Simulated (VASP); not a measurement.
Runs of VASP 6.6.1 on NaFeO3. It takes space group Pm-3m (No. 221, cubic). Conventional cell: a = 3.830 Å, b = 3.830 Å, c = 3.830 Å, α = 90.00°, β = 90.00°, γ = 90.00°. Na (site symmetry m-3m) has 12 O at 2.71 Å and 8 Fe at 3.32 Å within 3.6 Å. Within 2.5 Å of Fe (site symmetry m-3m) lie 6 O at 1.92 Å. O (site symmetry 4/mmm) has 2 Fe at 1.92 Å within 2.5 Å. 

```tsv
U	gap on the mesh (eV)	pressure (GPa)	moment (μB)
Fe d U = 4.0 eV	none	(b)	4.76
Fe d U = 8.0 eV	none	-9.7	4.91
Fe d U = 6.0 eV	none	(c)	(a)
Fe d U = 2.0 eV	none	-17.0	4.35
```

Alike in all rows: task single point; level LDA+U; potentials or basis VASP PAW LDA potentials, release 64 (Na_pv, Fe, O); spin collinear, ferromagnetic start; cell as given; k mesh 7 × 7 × 7; cutoff (eV) 520; smearing fermi-dirac 0.1 eV.

Problem. Fill in the values left out.

Solution. (a) 4.86; (b) -13.9; (c) -11.7.

Caveats: a cell with one magnetic atom can't hold antiferromagnetic order, which such compounds often take.

A gap of «none» marks levels without a gap at the run's occupations.
